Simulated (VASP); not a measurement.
# BiTe (R-3m) in VASP: notebook, part 2 of 2

VASP 6.6.1. The steps go on from the part before.

### Step 3. Single point, r2SCAN50

The input, POSCAR:

```
BiTe
1.0
    2.4227077728      1.3987509848      3.3172919545
   -2.4227077728      1.3987509848      3.3172919545
    0.0000000000     -2.7975019696      3.3172919545
Bi Te
1 1
Direct
    0.5000000000      0.5000000000      0.5000000000
    0.0000000000      0.0000000000      0.0000000000
```

The input, INCAR.step1:

```
SYSTEM = BiTe
PREC     = Accurate       ! precision mode
ENCUT    = 520            ! plane-wave cutoff, eV
EDIFF    = 1E-5           ! SCF threshold, eV
ISMEAR   = -1             ! smearing method
SIGMA    = 0.05           ! smearing width, eV
LREAL    = .False.        ! projectors in reciprocal space
LASPH    = .True.         ! aspherical terms in the spheres
NELM     = 80             ! most SCF steps
ALGO     = Normal         ! electronic algorithm
ISIF     = 2              ! what is computed and relaxed
LWAVE    = .True.         ! write WAVECAR
LCHARG   = .False.        ! write CHGCAR
GGA      = PE             ! functional
NBANDS   = 18             ! bands
```

The input, INCAR.step2:

```
SYSTEM = BiTe
PREC     = Accurate       ! precision mode
ENCUT    = 520            ! plane-wave cutoff, eV
EDIFF    = 1E-6           ! SCF threshold, eV
ISMEAR   = -1             ! smearing method
SIGMA    = 0.05           ! smearing width, eV
LREAL    = .False.        ! projectors in reciprocal space
LASPH    = .True.         ! aspherical terms in the spheres
NELM     = 80             ! most SCF steps
ALGO     = Normal         ! electronic algorithm
ISIF     = 2              ! what is computed and relaxed
LWAVE    = .False.        ! write WAVECAR
LCHARG   = .False.        ! write CHGCAR
METAGGA  = R2SCAN         ! meta-GGA
LHFCALC  = .True.         ! exact exchange
AEXX     = 0.5            ! exact-exchange fraction
LMIXTAU  = .True.       
PRECFOCK = Normal       
ISTART   = 1            
NBANDS   = 18             ! bands
```

The input, KPOINTS:

```
regular mesh
0
Gamma
  4 4 4
  0 0 0
```

Potentials or basis: VASP PAW PBE potentials, release 64 (Bi_d, Te).

Launch:

```bash
$ cat potpaw_PBE.64/Bi_d/POTCAR potpaw_PBE.64/Te/POTCAR > POTCAR
$ cp INCAR.step1 INCAR
$ mpirun -np 1 vasp_std > vasp.out
$ cp INCAR.step2 INCAR
$ mpirun -np 1 vasp_std > vasp.out
```

OUTCAR:

```text
SYSTEM = BiTe
   PREC = Accurate
   ENCUT = 520
   EDIFF = 1E-6
   ISMEAR = -1
   LREAL = .False.
   LASPH = .True.
   NELM = 80
   ISIF = 2
   METAGGA = R2SCAN
   LHFCALC = .True.
   AEXX = 0.5
   PRECFOCK = Normal
   ISTART = 1

 ion  position               nearest neighbor table
   1  0.500  0.500  0.500-   2 3.25   2 3.25   2 3.25   2 3.25   2 3.25   2 3.25
   2  0.000  0.000  0.000-   1 3.25   1 3.25   1 3.25   1 3.25   1 3.25   1 3.25

  LATTYP: Found a trigonal (rhomboedric) cell.
 ALAT       =     4.3394058558
 COS(alpha) =     0.3765932224

  Lattice vectors:

 A1 = (   2.4227077728,   1.3987509848,   3.3172919545)
 A2 = (  -2.4227077728,   1.3987509848,   3.3172919545)
 A3 = (   0.0000000000,  -2.7975019696,   3.3172919545)

Analysis of symmetry for initial positions (statically):
=====================================================================
 Subroutine PRICEL returns:
 Original cell was already a primitive cell.

 Routine SETGRP: Setting up the symmetry group for a
 trigonal (rhombohedral) supercell.

 Subroutine GETGRP returns: Found 12 space group operations
 (whereof 12 operations were pure point group operations)
 out of a pool of 12 trial point group operations.

The static configuration has the point symmetry D_3d.

Analysis of symmetry for dynamics (positions and initial velocities):
=====================================================================
 Subroutine PRICEL returns:
 Original cell was already a primitive cell.

 Routine SETGRP: Setting up the symmetry group for a
 trigonal (rhombohedral) supercell.

 Subroutine GETGRP returns: Found 12 space group operations
 (whereof 12 operations were pure point group operations)
 out of a pool of 12 trial point group operations.

The dynamic configuration has the point symmetry D_3d.

 Subroutine INISYM returns: Found 12 space group operations
 (whereof 12 operations are pure point group operations),
 and found     1 'primitive' translations

----------------------------------------------------------------------------------------

                                     Primitive cell

  volume of cell :      67.4491

  direct lattice vectors                    reciprocal lattice vectors
     2.422707773  1.398750985  3.317291954     0.206380648  0.119153923  0.100483568
    -2.422707773  1.398750985  3.317291954    -0.206380648  0.119153923  0.100483568
     0.000000000 -2.797501970  3.317291954     0.000000000 -0.238307845  0.100483568

  length of vectors
     4.339405856  4.339405856  4.339405856     0.258626326  0.258626326  0.258626326

  position of ions in fractional coordinates (direct lattice)
     0.500000000  0.500000000  0.500000000
     0.000000000  0.000000000  0.000000000

  ion indices of the primitive-cell ions
   primitive index   ion index
                 1           1
                 2           2

----------------------------------------------------------------------------------------

[... 29 lines left out ...]
  0.250000  0.250000  0.000000      6.000000
  0.500000  0.250000 -0.000000     12.000000
 -0.250000  0.250000  0.000000      6.000000
  0.500000  0.500000  0.000000      3.000000
  0.250000  0.250000  0.250000      2.000000
  0.500000  0.250000  0.250000      6.000000
 -0.250000  0.250000  0.250000      6.000000
  0.500000  0.500000  0.250000      6.000000
 -0.250000  0.500000  0.250000      6.000000
  0.500000  0.500000  0.500000      1.000000
   k-points           NKPTS =     13   k-points in BZ     NKDIM =     64   number of bands    NBANDS=     18
   number of dos      NEDOS =    301   number of ions     NIONS =      2
   total plane-waves  NPLWV =  32768
   dimension x,y,z NGX =    32 NGY =   32 NGZ =   32
   dimension x,y,z NGXF=    64 NGYF=   64 NGZF=   64
   ions per type =               1   1
   NGX,Y,Z   is equivalent  to a cutoff of  12.26, 12.26, 12.26 a.u.
   NGXF,Y,Z  is equivalent  to a cutoff of  24.52, 24.52, 24.52 a.u.
 SYSTEM =  BiTe
   PREC   = accura    normal or accurate (medium, high low for compatibility)
   ISTART =      1    job   : 0-new  1-cont  2-samecut
   ICHARG =      0    charge: 1-file 2-atom 10-const
   ISPIN  =      1    spin polarized calculation?
   LNONCOLLINEAR =      F non collinear calculations
   LSORBIT =      F    spin-orbit coupling
   LASPH  =      T    aspherical Exc in radial PAW
   ENCUT  =  520.0 eV  38.22 Ry    6.18 a.u.   8.07  8.07  8.07*2*pi/ulx,y,z
   NELM   =     80;   NELMIN=  2; NELMDL=  0     # of ELM steps
   EDIFF  = 0.1E-05   stopping-criterion for ELM
   LREAL  =      F    real-space projection
   EDIFFG = 0.1E-04   stopping-criterion for IOM
   NSW    =      0    number of steps for IOM
   IBRION =     -1    ionic relax: 0-MD 1-quasi-New 2-CG
   NFREE  =      0    steps in history (QN), initial steepest desc. (CG)
   ISIF   =      2    stress and relaxation
   ISYM   =      3    0-nonsym 1-usesym 2-fastsym
   POTIM  = 0.5000    time-step for ionic-motion
   TEBEG  =    0.0;   TEEND  =   0.0 temperature during run
   PSTRESS=    0.0 pullay stress
   NELECT =      21.0000    total number of electrons
   NUPDOWN=      -1.0000    fix difference up-down
   EMIN   =  10.00;   EMAX   =-10.00  energy-range for DOS
   EFERMI =   0.00;   METHOD = LEGACY
   ISMEAR =    -1;   SIGMA  =   0.05  broadening in eV -4-tet -1-fermi 0-gaus
   EFERMI_NEDOS =   21; number of points for ismear=-14 and -15
   IALGO  =     38    algorithm
   IMIX   =      1    mixing-type and parameters
     AMIX     =   0.40;   BMIX     =  1.00
     AMIX_MAG =   1.60;   BMIX_MAG =  1.00
  volume/ion in A,a.u.               =      33.72       227.58
  Fermi-wavevector in a.u.,A,eV,Ry     =   1.109573  2.096789 16.750837  1.231152
  Thomas-Fermi vector in A             =   2.246114
   LORBIT       =      0    0 simple, 1 ext, 2 COOP (PROOUT), +10 PAW based schemes
   METAGGA = R2SCAN    functional components
   LHFCALC =     T    Hartree Fock is set to
   PRECFOCK=normal    Normal, Fast or Accurate (Low or Medium for compatibility)
   ENCUT4O =  -1.0   cutoff for four orbital integrals eV
   NKREDX  =     1    reduce k-point grid by
   NKREDY  =     1    reduce k-point grid by
   NKREDZ  =     1    reduce k-point grid by
   AEXX    =    0.5000 exact exchange contribution
   HFSCREEN=    0.0000 screening length (either q_TF or 0.3 A-1)
   HFSCREENC=   0.0000 screening length for correlation (either q_TF or 0.3 A-1)
   ENCUTFOCK=  -1.0 apply spherical cutoff to Coloumb kernel
   IVDW    =     0    specifies the selected vdW correction
   LEPSILON=     F    determine dielectric tensor
   LRPA    =     F    only Hartree local field effects (RPA)
 non-spin polarized calculation
  energy-cutoff  :      520.00
  volume of cell :       67.45
 maximum number of plane-waves:      1830
  NGX = 28; NGY = 28; NGZ = 28

 number of electron      20.9999996 magnetization

 Free energy of the ion-electron system (eV)
  ---------------------------------------------------
  ext. energy  EPLUGINS =         0.00000000
  ---------------------------------------------------
  free energy    TOTEN  =       -51.86663246 eV

  energy without entropy =      -51.86013419  energy(sigma->0) =      -51.86338332

 E-fermi :   6.5583     XC(G=0):  -5.6974

 val. band max:        5.6742967343   @ k =   0.2500   0.2500   0.2500
 cond. band min:       6.5582714167   @ k =  -0.2500   0.2500   0.0000
 fundamental gap:      0.8839746825
 Fermi energy:         6.5582714060

 k-point     1 :       0.0000    0.0000    0.0000
  band No.  band energies     occupation
      1     -22.3130      2.00000
      2     -22.3130      2.00000
      3     -22.2967      2.00000
      4     -22.2967      2.00000
      5     -22.2719      2.00000
      6     -11.1049      2.00000
[... 250 lines left out ...]
      5     -22.2755      2.00000
      6      -8.3449      2.00000
[... 10 lines left out ...]
     17      17.8376      0.00000
     18      18.9188      0.00000

------------------------ aborting loop because EDIFF is reached ----------------------------------------

  FORCE on cell =-STRESS in cart. coord.  units (eV):
  Direction    XX          YY          ZZ          XY          YZ          ZX
  --------------------------------------------------------------------------------------
  -------------------------------------------------------------------------------------
  Total       -1.8990896     -1.8990896     -1.4454824      0.0000000     -0.0000000      0.0000000
  in kB      -45.1107085    -45.1107085    -34.3357869      0.0000000     -0.0000000      0.0000000
  external PRESSURE =     -41.5190680 kB  Pullay stress =       0.0000000 kB

 VOLUME and BASIS-vectors are now :
 -----------------------------------------------------------------------------
  energy-cutoff  :      520.00
  volume of cell :       67.45
      direct lattice vectors                 reciprocal lattice vectors
     2.422707773  1.398750985  3.317291954     0.206380648  0.119153923  0.100483568
    -2.422707773  1.398750985  3.317291954    -0.206380648  0.119153923  0.100483568
     0.000000000 -2.797501970  3.317291954     0.000000000 -0.238307845  0.100483568

 POSITION                                       TOTAL-FORCE (eV/Angst)
 -----------------------------------------------------------------------------------
      0.00000      0.00000      4.97594        -0.000000      0.000000     -0.000000
      0.00000      0.00000      0.00000         0.000000     -0.000000      0.000000
 -----------------------------------------------------------------------------------
    total drift:                                0.000003     -0.000003      0.000004

  FREE ENERGIE OF THE ION-ELECTRON SYSTEM (eV)
  ---------------------------------------------------
  free  energy   TOTEN  =       -51.8666324552 eV

  energy  without entropy=      -51.8601341891  energy(sigma->0) =      -51.86338332
```

It took 29 min on 1 thread of Intel Xeon Platinum 8375C at 2.90GHz (Ice Lake), shared host; peak memory 0.22 GiB.

What came out:

- Free energy: -51.8666 eV
- Pressure: -4.2 GPa
- Band gap on the k mesh: zero (an odd number of electrons rules out a gap without spin polarisation)

Levels at points of the mesh, in eV from the Fermi level:
| k point | band 6 | band 7 | band 8 | band 9 | band 10 | band 11 | band 12 | band 13 | band 14 | band 15 |
| --- | --- | --- | --- | --- | --- | --- | --- | --- | --- | --- |
| (0.00, 0.00, 0.00) | -17.66 | -10.75 | -4.87 | -4.87 | -3.35 | 3.07 | 4.04 | 4.04 | 5.53 | 5.53 |
| (0.50, 0.00, 0.00) | -15.34 | -14.86 | -3.43 | -3.38 | -2.25 | -1.75 | -1.37 | 1.02 | 8.54 | 8.78 |
| (0.50, 0.50, 0.00) | -15.36 | -13.05 | -8.30 | -6.88 | -5.46 | 3.64 | 4.58 | 5.32 | 6.51 | 10.13 |
| (0.50, 0.50, 0.50) | -14.90 | -14.28 | -4.02 | -4.02 | -3.77 | -2.68 | -2.26 | -2.26 | 10.06 | 10.57 |

Caveat: the k points lie up to 0.41 Å⁻¹ apart, too coarse for converged energies and pressures of a metal; the PAW data sets were made with another functional, which shifts forces and pressure a little; spin-orbit coupling is left out, which moves the levels of the heavy elements.

### Step 4. Single point, HSE06, non-collinear spin, zero start, spin-orbit coupling

POSCAR is that of step 3.

The input, INCAR.step1:

```
SYSTEM = BiTe
PREC = Accurate ; ENCUT = 520
EDIFF = 1E-5 ; ISMEAR = -1
SIGMA = 0.05 ; LREAL = .False.
LASPH = .True. ; NELM = 150
ALGO = Normal ; ISIF = 2
LWAVE = .True. ; LCHARG = .False.
MAGMOM = 0 0 0 0 0 0 ; LORBIT = 11
LSORBIT = .True. ; GGA_COMPAT = .False.
LORBMOM = .True. ; NBANDS = 33
GGA = PE
```

The input, INCAR.step2:

```
SYSTEM = BiTe
PREC = Accurate ; ENCUT = 520
EDIFF = 1E-6 ; ISMEAR = -1
SIGMA = 0.05 ; LREAL = .False.
LASPH = .True. ; NELM = 150
ALGO = Normal ; ISIF = 2
LWAVE = .False. ; LCHARG = .False.
MAGMOM = 0 0 0 0 0 0 ; LORBIT = 11
LSORBIT = .True. ; GGA_COMPAT = .False.
LORBMOM = .True. ; GGA = PE
LHFCALC = .True. ; HFSCREEN = 0.2079
PRECFOCK = Normal ; NBANDS = 33
ISTART = 1
```

The input, KPOINTS:

```
regular mesh
0
Gamma
  3 3 3
  0 0 0
```

Launch:

```bash
$ cat potpaw_PBE.64/Bi_d/POTCAR potpaw_PBE.64/Te/POTCAR > POTCAR
$ cp INCAR.step1 INCAR
$ mpirun -np 1 vasp_ncl > vasp.out
$ cp INCAR.step2 INCAR
$ mpirun -np 1 vasp_ncl > vasp.out
```

Wall time 65 min (1 thread of Intel Xeon 8259CL, shared host); peak memory 0.46 GiB.

The run converged. Its results:

* Free energy: -9.5567 eV
* Pressure: -1.0 GPa
* Net moment: 0.00 μB per cell
* Valence electrons inside the program's atomic spheres: Bi 12.72; Te 3.42

Stress tensor (GPa, compression positive):
```
-1.59  0.00  0.00
 0.00 -1.59  0.00
 0.00  0.00  0.14
```

Moments on the atoms (μB; x, y, z):
```
Bi  0.00 0.00 0.00
Te  0.00 0.00 0.00
```

Caveat: the k points lie up to 0.54 Å⁻¹ apart; the PAW data sets were made with another functional, which shifts forces and pressure a little.

### Step 5. The runs side by side

```tsv
level	spin	k mesh	share of exact exchange	screening parameter	gap on the mesh (eV)	pressure (GPa)
r2SCANh	off	4 × 4 × 4	0.1	-	none	-1.4
r2SCAN50	off	4 × 4 × 4	0.5	-	none	-4.2
HSE06	non-collinear, zero start, SOC	3 × 3 × 3	0.25	0.2079 1/Å	-	-1.0
```

Alike in all rows: task single point; potentials or basis VASP PAW PBE potentials, release 64 (Bi_d, Te); cell as given; cutoff (eV) 520; smearing fermi-dirac 0.05 eV.

Caveats: all runs use coarse meshes; the PAW data sets were made with another functional, which shifts forces and pressure a little; spin-orbit coupling is left out, which moves the levels of the heavy elements (at least some runs).

Total energies depend on the potentials used, so only differences within one code and one set of settings carry meaning.
